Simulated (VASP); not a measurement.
Write the native input for VASP 6.6.1 that does the following.

| Property | Result |
| --- | --- |
| Task | relaxation of cell and atoms |
| Functional | PBEsol |
| Potentials or basis | VASP PAW PBE potentials, release 64 (Ti_sv, B) |
| Cutoff | 600 eV |
| k mesh | 8 × 8 × 6 |
| Occupations | gaussian, width 0.1 eV |
| Spin | no spin polarisation |
| Dipole correction | no |
| Further INCAR settings | ALGO = Normal; EDIFF = 1e-07; IBRION = 2; EDIFFG = -0.01; NSW = 80; ISIF = 3 |

The structure of TiB lies in POSCAR:

```
TiB
1.0
    2.2400000000      0.0000000000      0.0000000000
    0.0000000000      2.2400000000      0.0000000000
    0.0000000000      0.0000000000      3.0240000000
Ti B
1 1
Direct
    0.0000000000      0.0000000000      0.0000000000
    0.5000000000      0.5000000000      0.5000000000
```

The input as run:

INCAR

```
SYSTEM = TiB
PREC = Accurate ; ENCUT = 600
EDIFF = 1E-7 ; ISMEAR = 0
SIGMA = 0.1 ; LREAL = .FALSE.
LASPH = .TRUE. ; NELM = 100
ALGO = Normal ; ISIF = 3
LWAVE = .FALSE. ; LCHARG = .FALSE.
GGA = PS ; IBRION = 2
NSW = 80 ; EDIFFG = -0.01
```

KPOINTS

```
regular mesh
0
G
  8 8 6
  0 0 0
```

Potentials or basis: VASP PAW PBE potentials, release 64 (Ti_sv, B).

Run with:

```sh
$ cat potpaw_PBE.64/Ti_sv/POTCAR potpaw_PBE.64/B/POTCAR > POTCAR
$ mpirun -np 1 vasp_std > vasp.out
```

It gave:

```yaml
Relaxed_volume: 10.34 Å³/atom
Relaxed_cell: a = 2.540 Å, b = 2.540 Å, c = 3.204 Å, α = 90.00°, β = 90.00°, γ = 90.00°
Space_group_after_relaxing_to_0.05_Å: P4/mmm (No. 123)
Energy_gained_by_relaxing: 758.1 meV/atom
Ionic_steps: 10
Pressure_after_relaxing: 0.0 GPa
```

Caveat: the volume moved by over 15 % at a fixed basis, so the end points are rough; the PAW data sets were made with another functional, which shifts forces and pressure a little.

It took 45 s on 1 thread of Intel(R) Xeon(R) 6975P-C (Granite Rapids) (shared host), peak memory 0.14 GiB.
